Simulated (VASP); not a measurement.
Here is a VASP 6.6.1 calculation.

The input INCAR:

```
  PREC = Accurate
  ENCUT = 520
  EDIFF = 1E-6
  ISMEAR = 0
  SIGMA = 0.1
  LREAL = F
  LASPH = T
  NELM = 100
  ALGO = Fast
  ISIF = 2
  LWAVE = F
  LCHARG = T
  GGA = PE
  LELF = T
  LVHAR = T
  NBANDS = 60
```

Contents of KPOINTS:

```
regular mesh
0
Gamma
  6 6 4
```

Contents of POSCAR:

```
Ti3W
1.0
    5.7770872940      0.0000000000      0.0000000000
   -2.8885436470      5.0031043565      0.0000000000
    0.0000000000      0.0000000000      4.6702933072
Ti W
6 2
Direct
    0.8306538170      0.6613076340      0.2500000000
    0.1693461830      0.8306538170      0.7500000000
    0.3386923660      0.1693461830      0.2500000000
    0.1693461830      0.3386923660      0.7500000000
    0.8306538170      0.1693461830      0.2500000000
    0.6613076340      0.8306538170      0.7500000000
    0.3333333333      0.6666666667      0.2500000000
    0.6666666667      0.3333333333      0.7500000000
```

Potentials or basis: VASP PAW PBE potentials, release 64 (Ti_sv, W_sv).

Run with:

```console
$ cat potpaw_PBE.64/Ti_sv/POTCAR potpaw_PBE.64/W_sv/POTCAR > POTCAR
$ mpirun -np 1 vasp_std > vasp.out
```

Predict the band gap on the k mesh.

zero (bands 50 and 51 overlap by 0.67 eV).

What does it give for the pressure?

-0.2 GPa.

Forces on the atoms (eV/Å):
```
Ti   0.000 -0.010  0.000
Ti   0.009 -0.005  0.000
Ti   0.009  0.005  0.000
Ti   0.000  0.010  0.000
Ti  -0.009  0.005  0.000
Ti  -0.009 -0.005  0.000
W    0.000  0.000  0.000
W    0.000  0.000  0.000
```

Caveat: spin-orbit coupling is left out, which moves the levels of the heavy elements.
